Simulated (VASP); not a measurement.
A run of VASP 6.6.1 is set up as follows.

POSCAR

```
Li2Se
1.0
    0.0000000000      2.9488001380      2.9488001380
    2.9488001380      0.0000000000      2.9488001380
    2.9488001380      2.9488001380      0.0000000000
Li Se
2 1
Direct
    0.2500000000      0.2500000000      0.2500000000
    0.7500000000      0.7500000000      0.7500000000
    0.0000000000      0.0000000000      0.0000000000
```

The input INCAR.step1:

```
SYSTEM = Li2Se
PREC = Accurate ; ENCUT = 830
ISMEAR = 0 ; SIGMA = 0.05
LREAL = .False. ; LASPH = .True.
NELM = 120 ; NBANDS = 13
GGA = PE ; ALGO = Normal
EDIFF = 1E-5 ; LWAVE = .True.
LCHARG = .False. ; GGA_COMPAT = .False.
```

INCAR.step2

```
SYSTEM = Li2Se
PREC = Accurate ; ENCUT = 830
EDIFF = 1E-6 ; ISMEAR = 0
SIGMA = 0.05 ; LREAL = .False.
LASPH = .True. ; NELM = 120
ALGO = Normal ; ISIF = 2
LWAVE = .False. ; LCHARG = .True.
METAGGA = R2SCAN ; LMIXTAU = .True.
IVDW = 12 ; VDW_S6 = 1.0
VDW_S8 = 0.78981345 ; VDW_A1 = 0.49484001
VDW_A2 = 5.73083694 ; LELF = .True.
LVHAR = .True. ; NBANDS = 13
ISTART = 1 ; GGA_COMPAT = .False.
```

KPOINTS

```
regular mesh
0
Gamma
  8 8 8
  0 0 0
```

Potentials or basis: VASP PAW PBE potentials, release 64 (Li_sv, Se).

Launch:

```console
$ cat potpaw_PBE.64/Li_sv/POTCAR potpaw_PBE.64/Se/POTCAR > POTCAR
$ cp INCAR.step1 INCAR
$ mpirun -np 1 vasp_std > vasp.out
$ cp INCAR.step2 INCAR
$ mpirun -np 1 vasp_std > vasp.out
```

Task: Estimate the band gap on the k mesh.

Result: 3.42 eV (least direct gap 4.39 eV).

Task: Predict the dispersion energy per atom.

Result: -0.132 eV.

Task: Estimate the pressure.

Result: 0.4 GPa.

Caveat: three body term missing; the PAW data sets were made with another functional, which shifts forces and pressure a little. A k mesh can miss the band edges.
